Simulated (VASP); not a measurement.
# TiC (P1) in VASP: further runs, part 2 of 2

VASP 6.6.1. The steps go on from the part before.

**3. Single point, PBEsol**

File INCAR:

```
SYSTEM = TiC
PREC = Accurate ; ENCUT = 520
EDIFF = 1E-6 ; ISMEAR = -1
SIGMA = 0.05 ; LREAL = Auto
LASPH = .True. ; NELM = 100
ALGO = Normal ; ISIF = 2
LWAVE = .False. ; LCHARG = .False.
GGA = PS ; NBANDS = 78
```

File KPOINTS:

```
Automatic mesh
0
Gamma
  2 2 2
  0.5 0.5 0.5
```

File POSCAR:

```
TiC
1.0
   -4.3280000000      4.3280000000      0.0000000000
   -4.3280000000      0.0000000000      4.3280000000
    0.0000000000      4.3280000000      4.3280000000
Ti C
8 8
Direct
   -0.0056120610      0.0062308226     -0.0052608595
    0.5039588725     -0.0076032810      0.0006210721
   -0.0040536044      0.5005152495     -0.0008234750
    0.0072860444      0.0002717190      0.5002506932
    0.5033478512      0.5042974815      0.0020426294
    0.5004997689      0.0002749538      0.4981314695
   -0.0011719039      0.4926668207      0.5073306377
    0.4984410813      0.5061670518      0.4945935767
    0.7459446627      0.7458057994      0.7524012246
    0.2542525416      0.7444847505      0.7507793438
    0.7442249307      0.2516990527      0.7507094501
    0.7524022643      0.7505748614      0.2490261091
    0.2511886553      0.2552411044      0.7458275185
    0.2460103974      0.7502252773      0.2530295749
    0.7505417052      0.2470262246      0.2520636553
    0.2446901571      0.2437021719      0.2585743993
```

Potentials or basis: VASP PAW PBE potentials, release 64 (Ti_sv, C).

Command:

```sh
cat potpaw_PBE.64/Ti_sv/POTCAR potpaw_PBE.64/C/POTCAR > POTCAR
mpirun -np 1 vasp_std > vasp.out
```

It took 15 min on 1 thread of Intel Xeon 8259CL, shared host; peak memory 0.38 GiB.

It converged, with:

```yaml
Free_energy: -157.9800 eV
Pressure: -5.3 GPa
Largest_force: 1.181 eV/Å
Band_gap_on_the_k_mesh: 0.63 eV
```

Forces in eV/Å, atoms in the order of the input:
```
Ti   0.165  0.906 -0.071
Ti  -0.274 -0.554  0.636
Ti  -0.274  0.631 -0.069
Ti   0.629 -0.575 -0.172
Ti   0.970 -0.571 -0.356
Ti   0.018  0.118  0.123
Ti  -0.613 -0.523 -0.053
Ti   0.483  0.624  0.009
C   -0.396  0.193  0.173
C   -0.056 -0.283  0.369
C   -0.146  0.359 -0.118
C    0.095 -0.186 -0.046
C    0.441  0.187 -0.071
C   -0.237 -0.013 -0.188
C   -0.186 -0.169 -0.003
C   -0.618 -0.145 -0.162
```

Stress tensor (GPa, compression positive):
```
-4.99  0.06 -0.09
 0.06 -5.44  0.03
-0.09  0.03 -5.41
```

Levels at points of the mesh, in eV from the valence-band top:
| k point | band 60 | band 61 | band 62 | band 63 | band 64 | band 65 | band 66 | band 67 | band 68 | band 69 |
| --- | --- | --- | --- | --- | --- | --- | --- | --- | --- | --- |
| (0.25, 0.25, 0.25) | -0.52 | -0.51 | -0.36 | -0.01 | 0.00 | 0.63 | 0.69 | 0.76 | 1.36 | 1.37 |

Caveat: the k points lie up to 0.63 Å⁻¹ apart; the atoms stand as in a frame of molecular dynamics; the PAW data sets were made with another functional, which shifts forces and pressure a little; a shifted mesh leaves out Γ, where band edges can lie. A k mesh can miss the band edges.

**4. Single point, PBEsol**

File INCAR:

```
SYSTEM = TiC
PREC = Accurate ; ENCUT = 520
EDIFF = 1E-6 ; ISMEAR = -1
SIGMA = 0.05 ; LREAL = Auto
LASPH = .True. ; NELM = 80
ALGO = Normal ; ISIF = 2
LWAVE = .False. ; LCHARG = .True.
GGA = PS ; LELF = .True.
LVHAR = .True. ; NBANDS = 78
```

KPOINTS is that of step 3.

File POSCAR:

```
TiC
1.0
   -4.3280000000      4.3280000000      0.0000000000
   -4.3280000000      0.0000000000      4.3280000000
    0.0000000000      4.3280000000      4.3280000000
Ti C
8 8
Direct
    0.0068946396     -0.0056127542      0.0039600277
    0.4984292976      0.0047396026      0.0013625231
    0.0018450786      0.5013732671     -0.0001172597
   -0.0067785351      0.0009354205      0.4974550601
    0.4992806146      0.4970819085     -0.0047233133
    0.4954065388      0.0013155037      0.5020308457
    0.0045867606      0.5065234519      0.4921701710
    0.5016801063      0.4947281654      0.5022487292
    0.7476216497      0.7514127773      0.7573060305
    0.2591937384      0.7394645333      0.7491225739
    0.7436866913      0.2554840573      0.7468525878
    0.7498923290      0.7498784658      0.2543248614
    0.2484125462      0.2547727588      0.7510056608
    0.2450004621      0.7513634473      0.2507111830
    0.7534150878      0.2411814926      0.2497355591
    0.2474205176      0.2521194547      0.2633112292
```

Command:

```sh
cat potpaw_PBE.64/Ti_sv/POTCAR potpaw_PBE.64/C/POTCAR > POTCAR
mpirun -np 1 vasp_std > vasp.out
```

It took 13 min on 1 thread of Intel Xeon 8259CL, shared host; peak memory 0.38 GiB.

The run converged. Its results:

| Quantity | Value |
| --- | --- |
| Free energy | -157.9390 eV |
| Pressure | -5.0 GPa |
| Largest force | 1.102 eV/Å |
| Band gap on the k mesh | 0.57 eV |

Forces in eV/Å, atoms in the order of the input:
```
Ti   0.059 -0.903  0.135
Ti   0.266  0.259 -0.380
Ti   0.277 -0.228  0.054
Ti  -0.238  0.735  0.401
Ti  -0.478  0.643  0.388
Ti  -0.069  0.351 -0.185
Ti   0.981  0.288  0.351
Ti  -0.313 -0.308  0.141
C   -0.050 -0.161 -0.248
C    0.010 -0.499  0.645
C    0.037  0.581 -0.211
C   -0.096 -0.327 -0.246
C    0.260  0.147 -0.247
C   -0.374  0.204 -0.093
C   -0.315 -0.134  0.387
C    0.044 -0.645 -0.892
```

Stress tensor (GPa, compression positive):
```
-5.18  0.05 -0.13
 0.05 -4.77 -0.02
-0.13 -0.02 -5.16
```

Levels at points of the mesh, in eV from the valence-band top:
```csv
k point,band 62,band 63,band 64,band 65,band 66,band 67
"(0.25, 0.25, 0.25)",-0.38,-0.05,-0.04,0.63,0.67,0.74
```

Caveat: the k points lie up to 0.63 Å⁻¹ apart; the atoms stand as in a frame of molecular dynamics; the PAW data sets were made with another functional, which shifts forces and pressure a little; a shifted mesh leaves out Γ, where band edges can lie.

**5. Overview**

```csv
cell,gap on the mesh (eV),pressure (GPa),largest force (eV/Å)
"as given, atomic positions A",0.59,-5.2,1.06
"as given, atomic positions B",0.63,-5.3,1.18
"as given, atomic positions C",0.57,-5.0,1.10
```

Alike in all rows: task single point; level PBEsol; potentials or basis VASP PAW PBE potentials, release 64 (Ti_sv, C); no spin polarisation; k mesh 2 × 2 × 2, shifted; cutoff (eV) 520; smearing fermi-dirac 0.05 eV.

Caveats: all runs use coarse meshes; the atoms stand as in a frame of molecular dynamics; the PAW data sets were made with another functional, which shifts forces and pressure a little; a shifted mesh leaves out Γ, where band edges can lie.

Absolute energies hang on the potentials; compare differences alone.
